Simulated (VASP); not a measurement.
CaP2Ru2, 5 atoms in the cell. Symmetry: I4/mmm, No. 139, tetragonal system. The conventional cell has a = 4.067 Å, b = 4.067 Å, c = 10.414 Å, α = 90.00°, β = 90.00°, γ = 90.00°. Within 4.2 Å of Ca (site symmetry 4/mmm) lie 10 P at 3.23 to 3.74 Å and 8 Ru at 3.30 Å and 4 Ca at 4.07 Å. Within 3.1 Å of P (site symmetry 4mm) lie 4 Ru at 2.33 Å and 1 P at 2.94 Å. Ru (site symmetry -4m2) has 4 P at 2.33 Å and 4 Ru at 2.88 Å within 3.1 Å. 

```yaml
Program: VASP 6.6.1
Task: single point
Functional: PBEsol
Potentials_or_basis: VASP PAW PBE potentials, release 64 (Ca_sv, P, Ru_pv)
Cutoff: 520 eV
k_mesh: 12 × 12 × 12
Occupations: gaussian, width 0.1 eV
Spin: no spin polarisation
Dipole_correction: no
Further_INCAR_settings: ALGO = Normal; EDIFF = 1e-06; NBANDS = 32
```

Potentials or basis: VASP PAW PBE potentials, release 64 (Ca_sv, P, Ru_pv).

Command:

```console
$ cat potpaw_PBE.64/Ca_sv/POTCAR potpaw_PBE.64/P/POTCAR potpaw_PBE.64/Ru_pv/POTCAR > POTCAR
$ mpirun -np 1 vasp_std > vasp.out
```

Hardware: 1 thread of Intel(R) Xeon(R) 6975P-C (Granite Rapids), on a shared host.

Task: How long does it take, and how much memory?

Result: Wall time 6.4 min on 1 thread of Intel(R) Xeon(R) 6975P-C (Granite Rapids), with other jobs on the host, peak memory 0.62 GiB. Counts: scf iterations 14, k points 163.
